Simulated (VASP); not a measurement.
# Hf (Pm-3m) in VASP: a series of runs

Hf is run at these levels: PBE; tasks: single point, relaxation of cell and atoms.

Everything below comes from runs of VASP 6.6.1. Logs are shortened: lines on timing, memory, paths and dates and some standing lists are left out, and cuts for length are marked.

**1. The cell of the first run**

The structure is cubic, space group Pm-3m (No. 221). Conventional cell: a = 2.914 Å, b = 2.914 Å, c = 2.914 Å, α = 90.00°, β = 90.00°, γ = 90.00°. Within 3.8 Å of Hf (site symmetry m-3m) lie 6 Hf at 2.91 Å.

The cell was built from a structure type or drawn by symmetry, and may not be a known phase.

**2. Single point, PBE**

Contents of INCAR:

```
PREC = Accurate
ENCUT = 520
EDIFF = 1E-6
ISMEAR = 0
SIGMA = 0.1
LREAL = F
LASPH = T
NELM = 100
ALGO = Normal
ISIF = 2
LWAVE = F
LCHARG = F
GGA = PE
NBANDS = 11
```

Contents of KPOINTS:

```
regular mesh
0
Gamma
  18 18 18
```

Contents of POSCAR:

```
Hf
1.0
    2.9139670634      0.0000000000      0.0000000000
    0.0000000000      2.9139670634      0.0000000000
    0.0000000000      0.0000000000      2.9139670634
Hf
1
Direct
    0.0000000000      0.0000000000      0.0000000000
```

Potentials or basis: VASP PAW PBE potentials, release 64 (Hf_pv).

Launch:

```bash
cat potpaw_PBE.64/Hf_pv/POTCAR > POTCAR
mpirun -np 1 vasp_std > vasp.out
```

OUTCAR:

```text
PREC = Accurate
   ENCUT = 520
   EDIFF = 1E-6
   ISMEAR = 0
   LREAL = F
   LASPH = T
   NELM = 100
   ISIF = 2
   GGA = PE

 ion  position               nearest neighbor table
   1  0.000  0.000  0.000-

  LATTYP: Found a simple cubic cell.
 ALAT       =     2.9139670634

  Lattice vectors:

 A1 = (   2.9139670634,   0.0000000000,   0.0000000000)
 A2 = (   0.0000000000,   2.9139670634,   0.0000000000)
 A3 = (   0.0000000000,   0.0000000000,   2.9139670634)

Analysis of symmetry for initial positions (statically):
=====================================================================
 Subroutine PRICEL returns:
 Original cell was already a primitive cell.

 Routine SETGRP: Setting up the symmetry group for a
 simple cubic supercell.

 Subroutine GETGRP returns: Found 48 space group operations
 (whereof 48 operations were pure point group operations)
 out of a pool of 48 trial point group operations.

The static configuration has the point symmetry O_h .

Analysis of symmetry for dynamics (positions and initial velocities):
=====================================================================
 Subroutine PRICEL returns:
 Original cell was already a primitive cell.

 Routine SETGRP: Setting up the symmetry group for a
 simple cubic supercell.

 Subroutine GETGRP returns: Found 48 space group operations
 (whereof 48 operations were pure point group operations)
 out of a pool of 48 trial point group operations.

The dynamic configuration has the point symmetry O_h .

 Subroutine INISYM returns: Found 48 space group operations
 (whereof 48 operations are pure point group operations),
 and found     1 'primitive' translations

----------------------------------------------------------------------------------------

                                     Primitive cell

  volume of cell :      24.7431

  direct lattice vectors                    reciprocal lattice vectors
     2.913967063  0.000000000  0.000000000     0.343174778  0.000000000  0.000000000
     0.000000000  2.913967063  0.000000000     0.000000000  0.343174778  0.000000000
     0.000000000  0.000000000  2.913967063     0.000000000  0.000000000  0.343174778

  length of vectors
     2.913967063  2.913967063  2.913967063     0.343174778  0.343174778  0.343174778

  position of ions in fractional coordinates (direct lattice)
     0.000000000  0.000000000  0.000000000

  ion indices of the primitive-cell ions
   primitive index   ion index
                 1           1

----------------------------------------------------------------------------------------

 KPOINTS: regular mesh

Automatic generation of k-mesh.
 Grid dimensions read from file:
 generate k-points for:   18   18   18

 Generating k-lattice:

  Cartesian coordinates                     Fractional coordinates (reciprocal lattice)
     0.019065265  0.000000000  0.000000000     0.055555556  0.000000000  0.000000000
     0.000000000  0.019065265  0.000000000     0.000000000  0.055555556  0.000000000
     0.000000000  0.000000000  0.019065265     0.000000000  0.000000000  0.055555556

  Length of vectors
     0.019065265  0.019065265  0.019065265

  Shift w.r.t. Gamma in fractional coordinates (k-lattice)
     0.000000000  0.000000000  0.000000000

 Subroutine IBZKPT returns following result:
 ===========================================

 Found    220 irreducible k-points:

 Following reciprocal coordinates:
            Coordinates               Weight
  0.000000  0.000000  0.000000      1.000000
  0.055556  0.000000  0.000000      6.000000
  0.111111  0.000000  0.000000      6.000000
  0.166667  0.000000  0.000000      6.000000
  0.222222  0.000000  0.000000      6.000000
  0.277778  0.000000  0.000000      6.000000
[... 16 lines left out ...]
  0.277778  0.111111  0.000000     24.000000
  0.333333  0.111111  0.000000     24.000000
 [... further k-points ...]
   k-points           NKPTS =    220   k-points in BZ     NKDIM =    220   number of bands    NBANDS=     11
   number of dos      NEDOS =    301   number of ions     NIONS =      1
   total plane-waves  NPLWV =  13824
   dimension x,y,z NGX =    24 NGY =   24 NGZ =   24
   dimension x,y,z NGXF=    48 NGYF=   48 NGZF=   48
   ions per type =               1
   NGX,Y,Z   is equivalent  to a cutoff of  13.69, 13.69, 13.69 a.u.
   NGXF,Y,Z  is equivalent  to a cutoff of  27.38, 27.38, 27.38 a.u.
 SYSTEM =  unknown system
   PREC   = accura    normal or accurate (medium, high low for compatibility)
   ISTART =      0    job   : 0-new  1-cont  2-samecut
   ICHARG =      2    charge: 1-file 2-atom 10-const
   ISPIN  =      1    spin polarized calculation?
   LNONCOLLINEAR =      F non collinear calculations
   LSORBIT =      F    spin-orbit coupling
   LASPH  =      T    aspherical Exc in radial PAW
   ENCUT  =  520.0 eV  38.22 Ry    6.18 a.u.   5.42  5.42  5.42*2*pi/ulx,y,z
   NELM   =    100;   NELMIN=  2; NELMDL= -5     # of ELM steps
   EDIFF  = 0.1E-05   stopping-criterion for ELM
   LREAL  =      F    real-space projection
   EDIFFG = 0.1E-04   stopping-criterion for IOM
   NSW    =      0    number of steps for IOM
   IBRION =     -1    ionic relax: 0-MD 1-quasi-New 2-CG
   NFREE  =      0    steps in history (QN), initial steepest desc. (CG)
   ISIF   =      2    stress and relaxation
   ISYM   =      2    0-nonsym 1-usesym 2-fastsym
   POTIM  = 0.5000    time-step for ionic-motion
   TEBEG  =    0.0;   TEEND  =   0.0 temperature during run
   PSTRESS=    0.0 pullay stress
   NELECT =      10.0000    total number of electrons
   NUPDOWN=      -1.0000    fix difference up-down
   EMIN   =  10.00;   EMAX   =-10.00  energy-range for DOS
   EFERMI =   0.00;   METHOD = LEGACY
   ISMEAR =     0;   SIGMA  =   0.10  broadening in eV -4-tet -1-fermi 0-gaus
   EFERMI_NEDOS =   21; number of points for ismear=-14 and -15
   IALGO  =     38    algorithm
   IMIX   =      4    mixing-type and parameters
     AMIX     =   0.40;   BMIX     =  1.00
     AMIX_MAG =   1.60;   BMIX_MAG =  1.00
  volume/ion in A,a.u.               =      24.74       166.97
  Fermi-wavevector in a.u.,A,eV,Ry     =   1.210385  2.287296 19.932968  1.465032
  Thomas-Fermi vector in A             =   2.345933
   LORBIT       =      0    0 simple, 1 ext, 2 COOP (PROOUT), +10 PAW based schemes
   GGA     = PE    functional components
   LHFCALC =     F    Hartree Fock is set to
   AEXX    =    0.0000 exact exchange contribution
   IVDW    =     0    specifies the selected vdW correction
   LEPSILON=     F    determine dielectric tensor
   LRPA    =     F    only Hartree local field effects (RPA)
 non-spin polarized calculation
 Gauss-broadening in eV      SIGMA  =   0.10
  energy-cutoff  :      520.00
  volume of cell :       24.74
 maximum number of plane-waves:       691
 NGX is ok and might be reduce to    24
   NGX = 11   NGY = 11   NGZ = 11

 number of electron      10.0000004 magnetization

 Free energy of the ion-electron system (eV)
  ---------------------------------------------------
  ext. energy  EPLUGINS =         0.00000000
  ---------------------------------------------------
  free energy    TOTEN  =        -8.84541588 eV

  energy without entropy =       -8.83722912  energy(sigma->0) =       -8.84132250

 E-fermi :   3.7973     XC(G=0): -10.7365

 val. band max:        3.7967640211   @ k =   0.3889   0.3333   0.3333
 cond. band min:       3.8037821508   @ k =   0.4444   0.0000   0.0000
 fundamental gap:      0.0070181297
 Fermi energy:         3.7973194573

 k-point     1 :       0.0000    0.0000    0.0000
  band No.  band energies     occupation
      1     -26.1625      2.00000
      2     -26.1625      2.00000
      3     -26.1625      2.00000
      4      -2.6687      2.00000
      5       2.4023      2.00000
      6       2.4023      2.00000
      7      10.2802      0.00000
      8      10.2802      0.00000
      9      10.2802      0.00000
     10      16.6541      0.00000
     11      16.6541      0.00000

 k-point     2 :       0.0556    0.0000    0.0000
  band No.  band energies     occupation
      1     -26.1923      2.00000
      2     -26.1600      2.00000
      3     -26.1600      2.00000
      4      -2.5871      2.00000
      5       2.4260      2.00000
      6       2.4776      2.00000
      7      10.1097      0.00000
      8      10.1097      0.00000
      9      10.2908      0.00000
     10      16.1749      0.00000
     11      16.8632      0.00000

 k-point     3 :       0.1111    0.0000    0.0000
  band No.  band energies     occupation
      1     -26.2773      2.00000
      2     -26.1529      2.00000
      3     -26.1529      2.00000
      4      -2.3506      2.00000
      5       2.4952      2.00000
      6       2.6956      2.00000
      7       9.6695      0.00000
      8       9.6695      0.00000
      9      10.3215      0.00000
     10      15.1693      0.00000
     11      16.9057      0.00000

 k-point     4 :       0.1667    0.0000    0.0000
  band No.  band energies     occupation
      1     -26.4054      2.00000
      2     -26.1420      2.00000
      3     -26.1420      2.00000
      4      -1.9818      2.00000
      5       2.6041      2.00000
      6       3.0290      2.00000
      7       9.0965      0.00000
      8       9.0965      0.00000
      9      10.3689      0.00000
     10      14.1023      0.00000
     11      16.9063      0.00000
[... 239 lines left out ...]
 k-point    22 :       0.2222    0.1111    0.0000
  band No.  band energies     occupation
      1     -26.5476      2.00000
      2     -26.2407      2.00000
      3     -26.1192      2.00000
      4      -1.1991      2.00000
      5       2.9645      2.00000
      6       3.5873      1.99702
      7       7.7751      0.00000
      8       8.5493      0.00000
      9       9.9028      0.00000
     10      13.8820      0.00000
     11      16.8946      0.00000

 k-point    23 :       0.2778    0.1111    0.0000
  band No.  band energies     occupation
      1     -26.7063      2.00000
      2     -26.2255      2.00000
      3     -26.1049      2.00000
      4      -0.6693      2.00000
      5       3.1212      2.00000
      6       3.8913      0.18366
      7       7.3302      0.00000
      8       8.0172      0.00000
      9       9.9738      0.00000
     10      13.1863      0.00000
     11      16.9025      0.00000

 k-point    24 :       0.3333    0.1111    0.0000
  band No.  band energies     occupation
      1     -26.8521      2.00000
      2     -26.2111      2.00000
      3     -26.0915      2.00000
      4      -0.1125      2.00000
      5       3.2732      2.00000
      6       3.9656      0.01734
      7       7.1090      0.00000
      8       7.5688      0.00000
      9      10.0446      0.00000
     10      12.8434      0.00000
     11      16.9042      0.00000

 [... further k-points ...]

------------------------ aborting loop because EDIFF is reached ----------------------------------------

  FORCE on cell =-STRESS in cart. coord.  units (eV):
  Direction    XX          YY          ZZ          XY          YZ          ZX
  --------------------------------------------------------------------------------------
  -------------------------------------------------------------------------------------
  Total       -0.0469698     -0.0469698     -0.0469698     -0.0000000      0.0000000      0.0000000
  in kB       -3.0414116     -3.0414116     -3.0414116     -0.0000000      0.0000000      0.0000000
  external PRESSURE =      -3.0414116 kB  Pullay stress =       0.0000000 kB

 VOLUME and BASIS-vectors are now :
 -----------------------------------------------------------------------------
  energy-cutoff  :      520.00
  volume of cell :       24.74
      direct lattice vectors                 reciprocal lattice vectors
     2.913967063  0.000000000  0.000000000     0.343174778  0.000000000  0.000000000
     0.000000000  2.913967063  0.000000000     0.000000000  0.343174778  0.000000000
     0.000000000  0.000000000  2.913967063     0.000000000  0.000000000  0.343174778

 POSITION                                       TOTAL-FORCE (eV/Angst)
 -----------------------------------------------------------------------------------
      0.00000      0.00000      0.00000         0.000000      0.000000      0.000000
 -----------------------------------------------------------------------------------
    total drift:                                0.000000      0.000000      0.000000

  FREE ENERGIE OF THE ION-ELECTRON SYSTEM (eV)
  ---------------------------------------------------
  free  energy   TOTEN  =        -8.8454158806 eV

  energy  without entropy=       -8.8372291209  energy(sigma->0) =       -8.84132250
```

Wall time 13 s (1 thread of Intel Xeon 6975P-C (Granite Rapids), shared host); peak memory 0.18 GiB.

What came out:

* Free energy: -8.8454 eV
* Pressure: -0.3 GPa
* Band gap on the k mesh: zero (bands 5 and 6 overlap by 2.25 eV)

Caveat: spin-orbit coupling is left out, which moves the levels of the heavy elements.

**3. Relaxation of cell and atoms, PBE**

This run uses another cell than the first one, of 25.07 Å³/atom.

Contents of INCAR:

```
PREC = Accurate
ENCUT = 600
EDIFF = 1E-6
ISMEAR = 0
SIGMA = 0.1
LREAL = False
LASPH = True
NELM = 100
ALGO = Normal
ISIF = 3
LWAVE = False
LCHARG = False
GGA = PE
IBRION = 2
NSW = 100
EDIFFG = -0.01
```

KPOINTS is that of step 2.

Contents of POSCAR:

```
Hf
1.0
    2.9267341424      0.0000000000      0.0000000000
    0.0000000000      2.9267341424      0.0000000000
    0.0000000000      0.0000000000      2.9267341424
Hf
1
Direct
    0.0000000000      0.0000000000      0.0000000000
```

Potentials or basis: VASP PAW PBE potentials, release 64 (Hf_pv).

Launch:

```bash
cat potpaw_PBE.64/Hf_pv/POTCAR > POTCAR
mpirun -np 1 vasp_std > vasp.out
```

Wall time 22 s (1 thread of Intel Xeon 6975P-C (Granite Rapids), shared host); peak memory 0.19 GiB.

Results (log left out):

| Quantity | Value |
| --- | --- |
| Free energy | -8.8457 eV |
| Relaxed volume | 24.64 Å³/atom |
| Relaxed cell | a = 2.910 Å, b = 2.910 Å, c = 2.910 Å, α = 90.00°, β = 90.00°, γ = 90.00° |
| Space group after relaxing (to 0.1 Å) | Pm-3m (No. 221) |
| Energy gained by relaxing | 1.7 meV/atom |
| Ionic steps | 3 |
| Pressure after relaxing | 0.0 GPa |
| Band gap on the k mesh | zero (bands 5 and 6 overlap by 2.26 eV) |

The path:
| step | energy change (eV) | largest force (eV/Å) | pressure (GPa) | volume (Å³) |
| --- | --- | --- | --- | --- |
| 1 | 0.0000 | 0.0000 | -1.22 | 25.07 |
| 2 | -0.0011 | 0.0000 | 0.77 | 24.39 |
| 3 | -0.0017 | 0.0000 | 0.00 | 24.64 |

Final structure:
```cif
data_structure
_symmetry_space_group_name_H-M 'P 1'
_symmetry_Int_Tables_number 1
_cell_length_a 2.9098
_cell_length_b 2.9098
_cell_length_c 2.9098
_cell_angle_alpha 90.000
_cell_angle_beta 90.000
_cell_angle_gamma 90.000
_cell_volume 24.64
loop_
_atom_site_label
_atom_site_type_symbol
_atom_site_fract_x
_atom_site_fract_y
_atom_site_fract_z
_atom_site_occupancy
Hf1 Hf 0.00000 0.00000 0.00000 1
```

Levels at points of the mesh, in eV from the Fermi level:
```csv
k point,band 2,band 3,band 4,band 5,band 6,band 7,band 8,band 9
"(0.00, 0.00, 0.00)",-29.95,-29.95,-6.48,-1.40,-1.40,6.51,6.51,6.51
"(0.50, 0.00, 0.00)",-29.86,-29.86,-3.13,-0.50,-0.07,3.09,3.09,6.88
"(0.50, 0.50, 0.00)",-30.75,-29.78,-2.83,-0.61,3.82,3.82,4.46,4.46
"(0.50, 0.50, 0.50)",-30.64,-30.64,-1.26,-1.26,-1.26,6.92,8.99,8.99
```

Caveat: spin-orbit coupling is left out, which moves the levels of the heavy elements.
